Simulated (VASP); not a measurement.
# Rh (P6_3/mmc) in VASP: single point with LDA

Aim: the single point of Rh with LDA.

Everything below comes from runs of VASP 6.6.1. Logs are shortened: lines on timing, memory, paths and dates and some standing lists are left out, and cuts for length are marked.

## Step 1: The cell of the first run

Symmetry: P6_3/mmc, No. 194, hexagonal system. Conventional cell: a = 2.656 Å, b = 2.656 Å, c = 4.307 Å, α = 90.00°, β = 90.00°, γ = 120.00°. Rh (site symmetry -6m2) has 12 Rh at 2.64 to 2.66 Å within 3.5 Å.

This isn't the form of Rh at room conditions, which is fcc.

## Step 2: Single point, LDA

INCAR

```
SYSTEM = Rh
PREC     = Accurate       ! precision mode
ENCUT    = 620            ! plane-wave cutoff, eV
EDIFF    = 1E-6           ! SCF threshold, eV
ISMEAR   = -1             ! smearing method
SIGMA    = 0.1            ! smearing width, eV
LREAL    = .False.        ! projectors in reciprocal space
LASPH    = .True.         ! aspherical terms in the spheres
NELM     = 120            ! most SCF steps
ALGO     = Normal         ! electronic algorithm
ISIF     = 2              ! what is computed and relaxed
LWAVE    = .False.        ! write WAVECAR
LCHARG   = .True.         ! write CHGCAR
LELF     = .True.         ! ELF
LVHAR    = .True.       
NBANDS   = 24             ! bands
GGA_COMPAT= .False.
```

KPOINTS

```
regular mesh
0
Gamma
  10 10 5
  0 0 0
```

POSCAR

```
Rh
1.0
    2.6561206326      0.0000000000      0.0000000000
   -1.3280603163      2.3002698329      0.0000000000
    0.0000000000      0.0000000000      4.3070998910
Rh
2
Direct
    0.6666666667      0.3333333333      0.7500000000
    0.3333333333      0.6666666667      0.2500000000
```

Potentials or basis: VASP PAW LDA potentials, release 64 (Rh_sv_GW).

Launch:

```sh
> cat potpaw_LDA.64/Rh_sv_GW/POTCAR > POTCAR
> mpirun -np 1 vasp_std > vasp.out
```

OUTCAR:

```text
SYSTEM = Rh
   PREC = Accurate
   ENCUT = 620
   EDIFF = 1E-6
   ISMEAR = -1
   LREAL = .False.
   LASPH = .True.
   NELM = 120
   ISIF = 2

 ion  position               nearest neighbor table
   1  0.667  0.333  0.750-   2 2.64   2 2.64   2 2.64   2 2.64   2 2.64   2 2.64
   2  0.333  0.667  0.250-   1 2.64   1 2.64   1 2.64   1 2.64   1 2.64   1 2.64

  LATTYP: Found a hexagonal cell.
 ALAT       =     2.6561206326
 C/A-ratio  =     1.6215754052

  Lattice vectors:

 A1 = (   2.6561206326,   0.0000000000,   0.0000000000)
 A2 = (  -1.3280603163,   2.3002698329,   0.0000000000)
 A3 = (   0.0000000000,   0.0000000000,   4.3070998910)

Analysis of symmetry for initial positions (statically):
=====================================================================
 Subroutine PRICEL returns:
 Original cell was already a primitive cell.

 Routine SETGRP: Setting up the symmetry group for a
 hexagonal supercell.

 Subroutine GETGRP returns: Found 24 space group operations
 (whereof 12 operations were pure point group operations)
 out of a pool of 24 trial point group operations.

The static configuration has the point symmetry D_3d.
 The point group associated with its full space group is D_6h.

Analysis of symmetry for dynamics (positions and initial velocities):
=====================================================================
 Subroutine PRICEL returns:
 Original cell was already a primitive cell.

 Routine SETGRP: Setting up the symmetry group for a
 hexagonal supercell.

 Subroutine GETGRP returns: Found 24 space group operations
 (whereof 12 operations were pure point group operations)
 out of a pool of 24 trial point group operations.

The dynamic configuration has the point symmetry D_3d.
 The point group associated with its full space group is D_6h.

 Subroutine INISYM returns: Found 24 space group operations
 (whereof 12 operations are pure point group operations),
 and found     1 'primitive' translations

----------------------------------------------------------------------------------------

                                     Primitive cell

  volume of cell :      26.3155

  direct lattice vectors                    reciprocal lattice vectors
     2.656120633  0.000000000  0.000000000     0.376488924  0.217365803  0.000000000
    -1.328060316  2.300269833  0.000000000     0.000000000  0.434731607  0.000000000
     0.000000000  0.000000000  4.307099891     0.000000000  0.000000000  0.232174787

  length of vectors
     2.656120633  2.656122269  4.307099891     0.434731874  0.434731607  0.232174787

  position of ions in fractional coordinates (direct lattice)
     0.666666667  0.333333333  0.750000000
     0.333333333  0.666666667  0.250000000

  ion indices of the primitive-cell ions
   primitive index   ion index
                 1           1
                 2           2

----------------------------------------------------------------------------------------

 KPOINTS: regular mesh

Automatic generation of k-mesh.
 Grid dimensions read from file:
 generate k-points for:   10   10    5

 Generating k-lattice:

  Cartesian coordinates                     Fractional coordinates (reciprocal lattice)
     0.037648892  0.021736580  0.000000000     0.100000000 -0.000000000  0.000000000
     0.000000000  0.043473161  0.000000000     0.000000000  0.100000000  0.000000000
     0.000000000  0.000000000  0.046434957     0.000000000  0.000000000  0.200000000

  Length of vectors
     0.043473187  0.043473161  0.046434957

  Shift w.r.t. Gamma in fractional coordinates (k-lattice)
     0.000000000  0.000000000  0.000000000

 Subroutine IBZKPT returns following result:
 ===========================================

 Found     42 irreducible k-points:

 Following reciprocal coordinates:
            Coordinates               Weight
  0.000000  0.000000  0.000000      1.000000
  0.100000  0.000000  0.000000      6.000000
  0.200000  0.000000  0.000000      6.000000
  0.300000 -0.000000  0.000000      6.000000
  0.400000  0.000000  0.000000      6.000000
  0.500000  0.000000  0.000000      3.000000
[... 16 lines left out ...]
  0.300000  0.100000  0.200000     24.000000
  0.400000  0.100000  0.200000     24.000000
 [... further k-points ...]
   k-points           NKPTS =     42   k-points in BZ     NKDIM =     42   number of bands    NBANDS=     24
   number of dos      NEDOS =    301   number of ions     NIONS =      2
   total plane-waves  NPLWV =  20736
   dimension x,y,z NGX =    24 NGY =   24 NGZ =   36
   dimension x,y,z NGXF=    48 NGYF=   48 NGZF=   72
   ions per type =               2
   NGX,Y,Z   is equivalent  to a cutoff of  15.02, 15.02, 13.90 a.u.
   NGXF,Y,Z  is equivalent  to a cutoff of  30.04, 30.04, 27.79 a.u.
 SYSTEM =  Rh
   PREC   = accura    normal or accurate (medium, high low for compatibility)
   ISTART =      0    job   : 0-new  1-cont  2-samecut
   ICHARG =      2    charge: 1-file 2-atom 10-const
   ISPIN  =      1    spin polarized calculation?
   LNONCOLLINEAR =      F non collinear calculations
   LSORBIT =      F    spin-orbit coupling
   LASPH  =      T    aspherical Exc in radial PAW
   ENCUT  =  620.0 eV  45.57 Ry    6.75 a.u.   5.39  5.39  8.74*2*pi/ulx,y,z
   NELM   =    120;   NELMIN=  2; NELMDL= -5     # of ELM steps
   EDIFF  = 0.1E-05   stopping-criterion for ELM
   LREAL  =      F    real-space projection
   EDIFFG = 0.1E-04   stopping-criterion for IOM
   NSW    =      0    number of steps for IOM
   IBRION =     -1    ionic relax: 0-MD 1-quasi-New 2-CG
   NFREE  =      0    steps in history (QN), initial steepest desc. (CG)
   ISIF   =      2    stress and relaxation
   ISYM   =      2    0-nonsym 1-usesym 2-fastsym
   POTIM  = 0.5000    time-step for ionic-motion
   TEBEG  =    0.0;   TEEND  =   0.0 temperature during run
   PSTRESS=    0.0 pullay stress
   NELECT =      34.0000    total number of electrons
   NUPDOWN=      -1.0000    fix difference up-down
   EMIN   =  10.00;   EMAX   =-10.00  energy-range for DOS
   EFERMI =   0.00;   METHOD = LEGACY
   ISMEAR =    -1;   SIGMA  =   0.10  broadening in eV -4-tet -1-fermi 0-gaus
   EFERMI_NEDOS =   21; number of points for ismear=-14 and -15
   IALGO  =     38    algorithm
   IMIX   =      4    mixing-type and parameters
     AMIX     =   0.40;   BMIX     =  1.00
     AMIX_MAG =   1.60;   BMIX_MAG =  1.00
  volume/ion in A,a.u.               =      13.16        88.79
  Fermi-wavevector in a.u.,A,eV,Ry     =   1.783052  3.369479 43.256645  3.179274
  Thomas-Fermi vector in A             =   2.847317
   LORBIT       =      0    0 simple, 1 ext, 2 COOP (PROOUT), +10 PAW based schemes
   GGA     = CA    functional components
   LHFCALC =     F    Hartree Fock is set to
   AEXX    =    0.0000 exact exchange contribution
   IVDW    =     0    specifies the selected vdW correction
   LEPSILON=     F    determine dielectric tensor
   LRPA    =     F    only Hartree local field effects (RPA)
 non-spin polarized calculation
  energy-cutoff  :      620.00
  volume of cell :       26.32
 maximum number of plane-waves:       942
 NGX is ok and might be reduce to    24
   NGX = 11   NGY = 11   NGZ = 17

 number of electron      34.0000011 magnetization

 Free energy of the ion-electron system (eV)
  ---------------------------------------------------
  ext. energy  EPLUGINS =         0.00000000
  ---------------------------------------------------
  free energy    TOTEN  =       -15.61061477 eV

  energy without entropy =      -15.50264232  energy(sigma->0) =      -15.55662854

 E-fermi :  11.4703     XC(G=0): -14.7050

 val. band max:       11.4615998948   @ k =   0.3000   0.1000   0.4000
 cond. band min:      11.5082768206   @ k =   0.4000   0.0000   0.0000
 fundamental gap:      0.0466769258
 Fermi energy:        11.4703427942

 k-point     1 :       0.0000    0.0000    0.0000
  band No.  band energies     occupation
      1     -67.1960      2.00000
      2     -67.0512      2.00000
      3     -35.7122      2.00000
      4     -34.9548      2.00000
      5     -34.9548      2.00000
      6     -34.8308      2.00000
[... 16 lines left out ...]
     23      29.2755      0.00000
     24      30.0014      0.00000

 k-point     2 :       0.1000    0.0000    0.0000
  band No.  band energies     occupation
      1     -67.1843      2.00000
      2     -67.0457      2.00000
      3     -35.6848      2.00000
      4     -35.0172      2.00000
      5     -34.9749      2.00000
      6     -34.8952      2.00000
[... 16 lines left out ...]
     23      29.6868      0.00000
     24      30.3431      0.00000

 k-point     3 :       0.2000    0.0000    0.0000
  band No.  band energies     occupation
      1     -67.1528      2.00000
      2     -67.0321      2.00000
      3     -35.6081      2.00000
      4     -35.1811      2.00000
      5     -35.0602      2.00000
      6     -35.0256      2.00000
[... 16 lines left out ...]
     23      29.6780      0.00000
     24      30.0874      0.00000

 k-point     4 :       0.3000   -0.0000    0.0000
  band No.  band energies     occupation
      1     -67.1112      2.00000
      2     -67.0176      2.00000
      3     -35.4989      2.00000
      4     -35.3837      2.00000
      5     -35.2573      2.00000
      6     -35.0858      2.00000
[... 16 lines left out ...]
     23      27.5074      0.00000
     24      27.8482      0.00000

 k-point     5 :       0.4000    0.0000    0.0000
  band No.  band energies     occupation
      1     -67.0735      2.00000
      2     -67.0098      2.00000
      3     -35.5472      2.00000
      4     -35.4119      2.00000
      5     -35.3858      2.00000
      6     -35.1331      2.00000
[... 16 lines left out ...]
     23      25.4978      0.00000
     24      26.4777      0.00000

 k-point     6 :       0.5000    0.0000    0.0000
  band No.  band energies     occupation
      1     -67.0567      2.00000
      2     -67.0092      2.00000
      3     -35.6096      2.00000
      4     -35.4701      2.00000
      5     -35.3278      2.00000
      6     -35.1509      2.00000
[... 16 lines left out ...]
     23      24.6886      0.00000
     24      25.8267      0.00000
[... 379 lines left out ...]
 k-point    21 :       0.1000    0.1000    0.2000
  band No.  band energies     occupation
      1     -67.1507      2.00000
      2     -67.0483      2.00000
      3     -35.5730      2.00000
      4     -35.0936      2.00000
      5     -35.0796      2.00000
      6     -34.9914      2.00000
[... 16 lines left out ...]
     23      29.3767      0.00000
     24      29.6762      0.00000

 k-point    22 :       0.2000    0.1000    0.2000
  band No.  band energies     occupation
      1     -67.1162      2.00000
      2     -67.0322      2.00000
      3     -35.5235      2.00000
      4     -35.2620      2.00000
      5     -35.2152      2.00000
      6     -35.0579      2.00000
[... 16 lines left out ...]
     23      27.5123      0.00000
     24      28.5736      0.00000

 k-point    23 :       0.3000    0.1000    0.2000
  band No.  band energies     occupation
      1     -67.0788      2.00000
      2     -67.0187      2.00000
      3     -35.5429      2.00000
      4     -35.4150      2.00000
      5     -35.2794      2.00000
      6     -35.1228      2.00000
[... 16 lines left out ...]
     23      25.7666      0.00000
     24      26.9717      0.00000

 k-point    24 :       0.4000    0.1000    0.2000
  band No.  band energies     occupation
      1     -67.0522      2.00000
      2     -67.0137      2.00000
      3     -35.6182      2.00000
      4     -35.4991      2.00000
      5     -35.2570      2.00000
      6     -35.1483      2.00000
[... 16 lines left out ...]
     23      24.5555      0.00000
     24      26.4313      0.00000

 [... further k-points ...]
[... 5 lines left out ...]
  --------------------------------------------------------------------------------------
  -------------------------------------------------------------------------------------
  Total        0.6298625      0.6298636      0.6478549     -0.0000000     -0.0000000      0.0000000
  in kB       38.3481871     38.3482501     39.4436253     -0.0000000     -0.0000000      0.0000000
  external PRESSURE =      38.7133542 kB  Pullay stress =       0.0000000 kB

 VOLUME and BASIS-vectors are now :
 -----------------------------------------------------------------------------
  energy-cutoff  :      620.00
  volume of cell :       26.32
      direct lattice vectors                 reciprocal lattice vectors
     2.656120633  0.000000000  0.000000000     0.376488924  0.217365803  0.000000000
    -1.328060316  2.300269833  0.000000000     0.000000000  0.434731607  0.000000000
     0.000000000  0.000000000  4.307099891     0.000000000  0.000000000  0.232174787

 POSITION                                       TOTAL-FORCE (eV/Angst)
 -----------------------------------------------------------------------------------
      1.32806      0.76676      3.23032        -0.000000     -0.000000      0.000000
     -0.00000      1.53351      1.07677         0.000000      0.000000      0.000000
 -----------------------------------------------------------------------------------
    total drift:                                0.000000     -0.000000      0.000000

  FREE ENERGIE OF THE ION-ELECTRON SYSTEM (eV)
  ---------------------------------------------------
  free  energy   TOTEN  =       -15.6106147662 eV

  energy  without entropy=      -15.5026423199  energy(sigma->0) =      -15.55662854
```

It took 14 s on 1 thread of Intel Xeon 6975P-C (Granite Rapids), shared host; peak memory 0.16 GiB.

What came out:

```yaml
Free_energy: -15.6106 eV
Pressure: 3.9 GPa
Band_gap_on_the_k_mesh: zero (bands 17 and 18 overlap by 2.51 eV)
```

Stress tensor (GPa, compression positive):
```
3.83 0.00 0.00
0.00 3.83 0.00
0.00 0.00 3.94
```

Levels at points of the mesh, in eV from the Fermi level:
```tsv
k point	band 13	band 14	band 15	band 16	band 17	band 18	band 19	band 20	band 21	band 22
(0.00, 0.00, 0.00)	-3.29	-2.72	-2.72	-2.03	-2.03	0.16	0.16	0.61	8.99	15.69
(0.50, 0.00, 0.00)	-2.93	-2.43	-2.32	0.49	0.70	0.82	3.18	5.36	10.57	11.09
```

Caveat: the cell stands under pressure.

The gap in the log of VASP goes by the Fermi energy; the results here count the filled bands.